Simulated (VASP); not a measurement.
Set up this calculation in VASP 6.6.1, as the native input.

```
Task                   : single point
Functional             : LDA
Potentials or basis    : VASP PAW LDA potentials, release 64 (Be)
Cutoff                 : 520 eV
k mesh                 : 11 × 11 × 6
Occupations            : fermi-dirac, width 0.1 eV
Spin                   : no spin polarisation
Dipole correction      : no
Further INCAR settings : ALGO = Normal; EDIFF = 1e-06; NBANDS = 9
```

The structure of Be lies in POSCAR:

```
Be
1.0
    2.2261083357      0.0000000000      0.0000000000
   -1.1130541678      1.9278663703      0.0000000000
    0.0000000000      0.0000000000      3.5167580792
Be
2
Direct
    0.3333333333      0.6666666667      0.2500000000
    0.6666666667      0.3333333333      0.7500000000
```

These files were run (other wordings do the same):

INCAR

```
PREC     = Accurate       # precision mode
ENCUT    = 520            # plane-wave cutoff, eV
EDIFF    = 1E-6           # SCF threshold, eV
ISMEAR   = -1             # smearing method
SIGMA    = 0.1            # smearing width, eV
LREAL    = F              # projectors in reciprocal space
LASPH    = T              # aspherical terms in the spheres
NELM     = 100            # most SCF steps
ALGO     = Normal         # electronic algorithm
ISIF     = 2              # what is computed and relaxed
LWAVE    = F              # write WAVECAR
LCHARG   = F              # write CHGCAR
NBANDS   = 9              # bands
```

KPOINTS

```
Automatic mesh
0
Gamma
  11 11 6
```

Potentials or basis: VASP PAW LDA potentials, release 64 (Be).

The run is started by

```bash
$ cat potpaw_LDA.64/Be/POTCAR > POTCAR
$ mpirun -np 1 vasp_std > vasp.out
```

It gave:

- Pressure: 0.5 GPa
- Band gap on the k mesh: zero (band 2 reaches 7.78 eV, above the bottom of band 3 at 7.39 eV)

Wall time 3.1 s on 1 thread of AMD EPYC 9R45 96-Core Processor (Zen 5), with other jobs on the host, peak memory 0.09 GiB.
